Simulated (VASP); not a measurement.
A run of VASP 6.6.1 is set up as follows.

File INCAR:

```
SYSTEM = TaN
ALGO     = Normal         ! electronic algorithm
EDIFF    = 1E-7           ! SCF threshold, eV
ENCUT    = 520            ! plane-wave cutoff, eV
GGA      = CA             ! functional
ISIF     = 2              ! what is computed and relaxed
ISMEAR   = -1             ! smearing method
LASPH    = .TRUE.         ! aspherical terms in the spheres
LCHARG   = .FALSE.        ! write CHGCAR
LREAL    = .FALSE.        ! projectors in reciprocal space
LWAVE    = .FALSE.        ! write WAVECAR
NBANDS   = 15             ! bands
NELM     = 100            ! most SCF steps
PREC     = Accurate       ! precision mode
SIGMA    = 0.02           ! smearing width, eV
```

KPOINTS

```
k-points
0
G
  12 12 10
  0 0 0
```

Contents of POSCAR:

```
TaN
1.0
    2.9182801511      0.0000000000      0.0000000000
   -1.4591400756      2.5273047463      0.0000000000
    0.0000000000      0.0000000000      2.8636504237
Ta N
1 1
Direct
    0.3333333333      0.6666666667      0.5000000000
    0.0000000000      0.0000000000      0.0000000000
```

Potentials or basis: VASP PAW LDA potentials, release 64 (Ta_pv, N).

Run with:

```bash
$ cat potpaw_LDA.64/Ta_pv/POTCAR potpaw_LDA.64/N/POTCAR > POTCAR
$ mpirun -np 1 vasp_std > vasp.out
```

(1) Estimate the band gap on the k mesh.

(2) Estimate the pressure.

Answers

(1) zero (band 8 reaches 8.71 eV, above the bottom of band 9 at 8.20 eV).

(2) -2.7 GPa.

Caveat: spin-orbit coupling is left out, which moves the levels of the heavy elements.
